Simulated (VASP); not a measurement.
# ScInTeSe (P4/mmm) in VASP: further runs, part 3 of 4

VASP 6.6.1. The steps go on from the part before.

### Step 4. Single point, PBE

Input file INCAR:

```
SYSTEM = ScInTeSe
PREC     = Accurate       ! precision mode
ENCUT    = 500            ! plane-wave cutoff, eV
EDIFF    = 1E-6           ! SCF threshold, eV
ISMEAR   = 0              ! smearing method
SIGMA    = 0.15           ! smearing width, eV
LREAL    = .False.        ! projectors in reciprocal space
LASPH    = .True.         ! aspherical terms in the spheres
NELM     = 120            ! most SCF steps
ALGO     = Normal         ! electronic algorithm
ISIF     = 2              ! what is computed and relaxed
LWAVE    = .False.        ! write WAVECAR
LCHARG   = .True.         ! write CHGCAR
GGA      = PE             ! functional
LELF     = .True.         ! ELF
LVHAR    = .True.       
NBANDS   = 26             ! bands
GGA_COMPAT= .False.
```

Input file KPOINTS:

```
regular mesh
0
Gamma
  3 3 3
  0 0 0
```

Input file POSCAR:

```
ScInTeSe
1.0
    4.2030286943      0.0000000000      0.0000000000
    0.0000000000      4.2030286943      0.0000000000
    0.0000000000      0.0000000000      5.9888462942
Sc In Te Se
1 1 1 1
Direct
    0.0000000000      0.0000000000      0.0000000000
    0.5000000000      0.5000000000      0.5000000000
    0.0000000000      0.0000000000      0.5000000000
    0.5000000000      0.5000000000      0.0000000000
```

Potentials or basis: VASP PAW PBE potentials, release 64 (Sc_sv, In_d, Te, Se).

Started as:

```bash
> cat potpaw_PBE.64/Sc_sv/POTCAR potpaw_PBE.64/In_d/POTCAR potpaw_PBE.64/Te/POTCAR potpaw_PBE.64/Se/POTCAR > POTCAR
> mpirun -np 1 vasp_std > vasp.out
```

OUTCAR:

```text
SYSTEM = ScInTeSe
   PREC = Accurate
   ENCUT = 500
   EDIFF = 1E-6
   ISMEAR = 0
   LREAL = .False.
   LASPH = .True.
   NELM = 120
   ISIF = 2
   GGA = PE

 ion  position               nearest neighbor table
   1  0.000  0.000  0.000-   4 2.97   4 2.97   4 2.97   4 2.97   3 2.99   3 2.99
   2  0.500  0.500  0.500-   3 2.97   3 2.97   3 2.97   3 2.97   4 2.99   4 2.99
   3  0.000  0.000  0.500-   2 2.97   2 2.97   2 2.97   2 2.97   1 2.99   1 2.99
   4  0.500  0.500  0.000-   1 2.97   1 2.97   1 2.97   1 2.97   2 2.99   2 2.99

  LATTYP: Found a simple tetragonal cell.
 ALAT       =     4.2030286943
 C/A-ratio  =     1.4248882722

  Lattice vectors:

 A1 = (   4.2030286943,   0.0000000000,   0.0000000000)
 A2 = (   0.0000000000,   4.2030286943,   0.0000000000)
 A3 = (   0.0000000000,   0.0000000000,   5.9888462942)

Analysis of symmetry for initial positions (statically):
=====================================================================
 Subroutine PRICEL returns:
 Original cell was already a primitive cell.

 Routine SETGRP: Setting up the symmetry group for a
 simple tetragonal supercell.

 Subroutine GETGRP returns: Found 16 space group operations
 (whereof 16 operations were pure point group operations)
 out of a pool of 16 trial point group operations.

The static configuration has the point symmetry D_4h.

Analysis of symmetry for dynamics (positions and initial velocities):
=====================================================================
 Subroutine PRICEL returns:
 Original cell was already a primitive cell.

 Routine SETGRP: Setting up the symmetry group for a
 simple tetragonal supercell.

 Subroutine GETGRP returns: Found 16 space group operations
 (whereof 16 operations were pure point group operations)
 out of a pool of 16 trial point group operations.

The dynamic configuration has the point symmetry D_4h.

 Subroutine INISYM returns: Found 16 space group operations
 (whereof 16 operations are pure point group operations),
 and found     1 'primitive' translations

----------------------------------------------------------------------------------------

                                     Primitive cell

  volume of cell :     105.7957

  direct lattice vectors                    reciprocal lattice vectors
     4.203028694  0.000000000  0.000000000     0.237923667  0.000000000  0.000000000
     0.000000000  4.203028694  0.000000000     0.000000000  0.237923667  0.000000000
     0.000000000  0.000000000  5.988846294     0.000000000  0.000000000  0.166977069

  length of vectors
     4.203028694  4.203028694  5.988846294     0.237923667  0.237923667  0.166977069

  position of ions in fractional coordinates (direct lattice)
     0.000000000  0.000000000  0.000000000
     0.500000000  0.500000000  0.500000000
     0.000000000  0.000000000  0.500000000
     0.500000000  0.500000000  0.000000000

  ion indices of the primitive-cell ions
   primitive index   ion index
                 1           1
                 2           2
                 3           3
                 4           4

----------------------------------------------------------------------------------------

 KPOINTS: regular mesh

Automatic generation of k-mesh.
 Grid dimensions read from file:
 generate k-points for:    3    3    3

 Generating k-lattice:

  Cartesian coordinates                     Fractional coordinates (reciprocal lattice)
     0.079307889  0.000000000  0.000000000     0.333333333  0.000000000  0.000000000
     0.000000000  0.079307889  0.000000000     0.000000000  0.333333333  0.000000000
     0.000000000  0.000000000  0.055659023     0.000000000  0.000000000  0.333333333

  Length of vectors
     0.079307889  0.079307889  0.055659023

  Shift w.r.t. Gamma in fractional coordinates (k-lattice)
     0.000000000  0.000000000  0.000000000

 Subroutine IBZKPT returns following result:
 ===========================================

 Found      6 irreducible k-points:

 Following reciprocal coordinates:
            Coordinates               Weight
  0.000000  0.000000  0.000000      1.000000
  0.333333  0.000000  0.000000      4.000000
  0.333333  0.333333  0.000000      4.000000
  0.000000  0.000000  0.333333      2.000000
  0.333333  0.000000  0.333333      8.000000
  0.333333  0.333333  0.333333      8.000000
   k-points           NKPTS =      6   k-points in BZ     NKDIM =      6   number of bands    NBANDS=     26
   number of dos      NEDOS =    301   number of ions     NIONS =      4
   total plane-waves  NPLWV =  49152
   dimension x,y,z NGX =    32 NGY =   32 NGZ =   48
   dimension x,y,z NGXF=    64 NGYF=   64 NGZF=   96
   ions per type =               1   1   1   1
   NGX,Y,Z   is equivalent  to a cutoff of  12.66, 12.66, 13.32 a.u.
   NGXF,Y,Z  is equivalent  to a cutoff of  25.31, 25.31, 26.65 a.u.
 SYSTEM =  ScInTeSe
   PREC   = accura    normal or accurate (medium, high low for compatibility)
   ISTART =      0    job   : 0-new  1-cont  2-samecut
   ICHARG =      2    charge: 1-file 2-atom 10-const
   ISPIN  =      1    spin polarized calculation?
   LNONCOLLINEAR =      F non collinear calculations
   LSORBIT =      F    spin-orbit coupling
   LASPH  =      T    aspherical Exc in radial PAW
   ENCUT  =  500.0 eV  36.75 Ry    6.06 a.u.   7.66  7.66 10.92*2*pi/ulx,y,z
   NELM   =    120;   NELMIN=  2; NELMDL= -5     # of ELM steps
   EDIFF  = 0.1E-05   stopping-criterion for ELM
   LREAL  =      F    real-space projection
   EDIFFG = 0.1E-04   stopping-criterion for IOM
   NSW    =      0    number of steps for IOM
   IBRION =     -1    ionic relax: 0-MD 1-quasi-New 2-CG
   NFREE  =      0    steps in history (QN), initial steepest desc. (CG)
   ISIF   =      2    stress and relaxation
   ISYM   =      2    0-nonsym 1-usesym 2-fastsym
   POTIM  = 0.5000    time-step for ionic-motion
   TEBEG  =    0.0;   TEEND  =   0.0 temperature during run
   PSTRESS=    0.0 pullay stress
   NELECT =      36.0000    total number of electrons
   NUPDOWN=      -1.0000    fix difference up-down
   EMIN   =  10.00;   EMAX   =-10.00  energy-range for DOS
   EFERMI =   0.00;   METHOD = LEGACY
   ISMEAR =     0;   SIGMA  =   0.15  broadening in eV -4-tet -1-fermi 0-gaus
   EFERMI_NEDOS =   21; number of points for ismear=-14 and -15
   IALGO  =     38    algorithm
   IMIX   =      4    mixing-type and parameters
     AMIX     =   0.40;   BMIX     =  1.00
     AMIX_MAG =   1.60;   BMIX_MAG =  1.00
  volume/ion in A,a.u.               =      26.45       178.49
  Fermi-wavevector in a.u.,A,eV,Ry     =   1.142930  2.159825 17.773147  1.306289
  Thomas-Fermi vector in A             =   2.279627
   LORBIT       =      0    0 simple, 1 ext, 2 COOP (PROOUT), +10 PAW based schemes
   GGA     = PE    functional components
   LHFCALC =     F    Hartree Fock is set to
   AEXX    =    0.0000 exact exchange contribution
   IVDW    =     0    specifies the selected vdW correction
   LEPSILON=     F    determine dielectric tensor
   LRPA    =     F    only Hartree local field effects (RPA)
 non-spin polarized calculation
 Gauss-broadening in eV      SIGMA  =   0.15
  energy-cutoff  :      500.00
  volume of cell :      105.80
 maximum number of plane-waves:      2709
 NGX is ok and might be reduce to    30
   NGX = 15   NGY = 15   NGZ = 21

 number of electron      36.0000006 magnetization

 Free energy of the ion-electron system (eV)
  ---------------------------------------------------
  ext. energy  EPLUGINS =         0.00000000
  ---------------------------------------------------
  free energy    TOTEN  =       -18.64120948 eV

  energy without entropy =      -18.60448668  energy(sigma->0) =      -18.62284808

 E-fermi :   6.2444     XC(G=0):  -9.7074

 val. band max:        6.2141379546   @ k =   0.3333   0.0000   0.3333
 cond. band min:       6.3618403155   @ k =   0.3333   0.0000   0.0000
 fundamental gap:      0.1477023608
 Fermi energy:         6.2443719191

 k-point     1 :       0.0000    0.0000    0.0000
  band No.  band energies     occupation
      1     -44.8013      2.00000
      2     -23.4109      2.00000
      3     -23.4109      2.00000
      4     -23.3854      2.00000
      5      -8.6263      2.00000
      6      -8.4365      2.00000
[... 163 lines left out ...]
     25      10.0739      0.00000
     26      11.0994      0.00000

------------------------ aborting loop because EDIFF is reached ----------------------------------------

  FORCE on cell =-STRESS in cart. coord.  units (eV):
  Direction    XX          YY          ZZ          XY          YZ          ZX
  --------------------------------------------------------------------------------------
  -------------------------------------------------------------------------------------
  Total       -0.1093862     -0.1093862      0.0585132      0.0000000     -0.0000000      0.0000000
  in kB       -1.6565520     -1.6565520      0.8861277      0.0000000     -0.0000000      0.0000000
  external PRESSURE =      -0.8089921 kB  Pullay stress =       0.0000000 kB

 VOLUME and BASIS-vectors are now :
 -----------------------------------------------------------------------------
  energy-cutoff  :      500.00
  volume of cell :      105.80
      direct lattice vectors                 reciprocal lattice vectors
     4.203028694  0.000000000  0.000000000     0.237923667  0.000000000  0.000000000
     0.000000000  4.203028694  0.000000000     0.000000000  0.237923667  0.000000000
     0.000000000  0.000000000  5.988846294     0.000000000  0.000000000  0.166977069

 POSITION                                       TOTAL-FORCE (eV/Angst)
 -----------------------------------------------------------------------------------
      0.00000      0.00000      0.00000         0.000000      0.000000      0.000000
      2.10151      2.10151      2.99442         0.000000      0.000000      0.000000
      0.00000      0.00000      2.99442         0.000000      0.000000      0.000000
      2.10151      2.10151      0.00000         0.000000      0.000000      0.000000
 -----------------------------------------------------------------------------------
    total drift:                                0.000000      0.000000     -0.000000

  FREE ENERGIE OF THE ION-ELECTRON SYSTEM (eV)
  ---------------------------------------------------
  free  energy   TOTEN  =       -18.6412094795 eV

  energy  without entropy=      -18.6044866813  energy(sigma->0) =      -18.62284808
```

It took 43 s on 1 thread of Intel Xeon 8259CL, shared host; peak memory 0.22 GiB.

Results:

```
Free energy            : -18.6412 eV
Pressure               : -0.1 GPa
Band gap on the k mesh : zero (band 18 reaches 6.36 eV, above the bottom of band 19 at 5.64 eV)
```

Stress tensor (GPa, compression positive):
```
-0.17  0.00  0.00
 0.00 -0.17  0.00
 0.00  0.00  0.09
```

Caveat: the k points lie up to 0.50 Å⁻¹ apart; spin-orbit coupling is left out, which moves the levels of the heavy elements.

### Step 5. Single point, PBE

This run uses another cell than the first one, of 26.96 Å³/atom, 1.020 times its volume.

Input file INCAR:

```
PREC = Accurate
ENCUT = 500
EDIFF = 1E-6
ISMEAR = 0
SIGMA = 0.15
LREAL = False
LASPH = True
NELM = 120
ALGO = Normal
ISIF = 2
LWAVE = False
LCHARG = True
GGA = PE
LELF = True
LVHAR = True
NBANDS = 26
GGA_COMPAT = False
```

Input file KPOINTS:

```
Automatic mesh
0
Gamma
  3 3 2
```

Input file POSCAR:

```
ScInTeSe
1.0
    4.1398227960      0.0000000000      0.0000000000
    0.0000000000      4.1398227960      0.0000000000
    0.0000000000      0.0000000000      6.2928857728
Sc In Te Se
1 1 1 1
Direct
    0.0000000000      0.0000000000      0.0000000000
    0.0000000000      0.0000000000      0.5000000000
    0.5000000000      0.5000000000      0.5000000000
    0.5000000000      0.5000000000      0.0000000000
```

Started as:

```bash
> cat potpaw_PBE.64/Sc_sv/POTCAR potpaw_PBE.64/In_d/POTCAR potpaw_PBE.64/Te/POTCAR potpaw_PBE.64/Se/POTCAR > POTCAR
> mpirun -np 1 vasp_std > vasp.out
```

Run time: 50 s. Hardware: 1 thread of Intel Xeon 8259CL, shared host; peak memory 0.21 GiB.

The run converged. Its results:

```
Free energy            : -17.2298 eV
Pressure               : -0.1 GPa
Band gap on the k mesh : zero (band 18 reaches 5.96 eV, above the bottom of band 19 at 5.08 eV)
```

Levels at points of the mesh, in eV from the Fermi level:
```csv
k point,band 15,band 16,band 17,band 18,band 19,band 20,band 21,band 22
"(0.00, 0.00, 0.00)",-3.11,-1.79,-1.79,-0.52,0.58,0.61,0.87,0.87
"(0.00, 0.00, 0.50)",-2.58,-2.58,-2.55,-2.55,-0.49,0.35,0.58,1.07
```

Caveat: the k points lie up to 0.51 Å⁻¹ apart; spin-orbit coupling is left out, which moves the levels of the heavy elements.

[end of part 3 of 4]
